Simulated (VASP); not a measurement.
Wanted: the native input for a VASP 6.6.1 run.

* Task: single point
* Functional: r2SCAN
* Potentials or basis: VASP PAW PBE potentials, release 64 (C)
* Cutoff: 520 eV
* k mesh: 12 × 12 × 12
* Occupations: gaussian, width 0.05 eV
* Spin: no spin polarisation
* Dipole correction: no
* Further INCAR settings: ALGO = Normal; EDIFF = 1e-06; NBANDS = 11

Crystal: C.

```
CELL_PARAMETERS angstrom
0.00000 1.93739 1.51116
1.93739 0.00000 1.51116
1.93739 1.93739 0.00000
ATOMIC_POSITIONS crystal
C 0.50000 0.50000 0.50000
C 0.75000 0.75000 0.75000
```

This cell differs from its parent crystal: ratio of the length along z to the lengths across it x 0.78, volume and fractional coordinates fixed.

The input as run:

POSCAR

```
C
1.0
    0.0000000000      1.9373907776      1.5111648065
    1.9373907776      0.0000000000      1.5111648065
    1.9373907776      1.9373907776      0.0000000000
C
2
Direct
    0.5000000000      0.5000000000      0.5000000000
    0.7500000000      0.7500000000      0.7500000000
```

INCAR.step1

```
  PREC = Accurate
  ENCUT = 520
  ISMEAR = 0
  SIGMA = 0.05
  LREAL = False
  LASPH = True
  NELM = 80
  NBANDS = 11
  GGA = PE
  ALGO = Normal
  EDIFF = 1E-4
  LWAVE = True
  LCHARG = False
```

INCAR.step2

```
  PREC = Accurate
  ENCUT = 520
  EDIFF = 1E-6
  ISMEAR = 0
  SIGMA = 0.05
  LREAL = False
  LASPH = True
  NELM = 80
  ALGO = Normal
  ISIF = 2
  LWAVE = False
  LCHARG = True
  METAGGA = R2SCAN
  LMIXTAU = True
  LELF = True
  LVHAR = True
  NBANDS = 11
  ISTART = 1
```

KPOINTS

```
Automatic mesh
0
Gamma
  12 12 12
```

Potentials or basis: VASP PAW PBE potentials, release 64 (C).

Command:

```console
$ cat potpaw_PBE.64/C/POTCAR > POTCAR
$ cp INCAR.step1 INCAR
$ mpirun -np 1 vasp_std > vasp.out
$ cp INCAR.step2 INCAR
$ mpirun -np 1 vasp_std > vasp.out
```

Results of the run:

* Pressure: 0.1 GPa
* Band gap on the k mesh: zero (band 4 reaches 11.83 eV, above the bottom of band 5 at 10.23 eV)

Caveat: the PAW data sets were made with another functional, which shifts forces and pressure a little.

Wall time 79 s on 1 thread of Intel(R) Xeon(R) Platinum 8375C CPU @ 2.90GHz (Ice Lake) (shared host), peak memory 0.13 GiB.
